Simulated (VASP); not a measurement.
Set up this calculation in VASP 6.6.1, as the native input.

- Task: single point
- Functional: revPBE
- Potentials or basis: VASP PAW PBE potentials, release 64 (Mn_pv)
- Cutoff: 500 eV
- k mesh: 8 × 8 × 8
- Occupations: gaussian, width 0.1 eV
- Spin: collinear spin, ferromagnetic start
- Starting moments: [0.76] μB
- Dipole correction: no
- Further INCAR settings: ALGO = Normal; EDIFF = 1e-06; NBANDS = 16

The structure of Mn lies in POSCAR:

```
Mn
1.0
   -1.3932737400      1.3932737400      1.3932737400
    1.3932737400     -1.3932737400      1.3932737400
    1.3932737400      1.3932737400     -1.3932737400
Mn
1
Direct
    0.0000000000      0.0000000000      0.0000000000
```

The input as run:

INCAR

```
SYSTEM = Mn
PREC = Accurate ; ENCUT = 500
EDIFF = 1E-6 ; ISMEAR = 0
SIGMA = 0.1 ; LREAL = .FALSE.
LASPH = .TRUE. ; NELM = 200
ALGO = Normal ; ISIF = 2
LWAVE = .FALSE. ; LCHARG = .TRUE.
ISPIN = 2 ; MAGMOM = 0.76
LORBIT = 11 ; LMAXMIX = 4
GGA = RE ; LELF = .TRUE.
LVHAR = .TRUE. ; NBANDS = 16
GGA_COMPAT = .FALSE.
```

KPOINTS

```
regular mesh
0
G
  8 8 8
  0 0 0
```

Potentials or basis: VASP PAW PBE potentials, release 64 (Mn_pv).

Launch:

```bash
$ cat potpaw_PBE.64/Mn_pv/POTCAR > POTCAR
$ mpirun -np 1 vasp_std > vasp.out
```

It gave:

The pressure is 5.0 GPa. The net moment is 0.71 μB per cell and the site moments are Mn +0.71 μB. The valence electrons inside the program's atomic spheres are Mn 11.96.

Caveat: the k points lie up to 0.40 Å⁻¹ apart; the PAW data sets were made with another functional, which shifts forces and pressure a little.

It used 14 s of CPU time on 1 thread of AMD EPYC 7R13 Processor (Zen 3), with other jobs on the host.
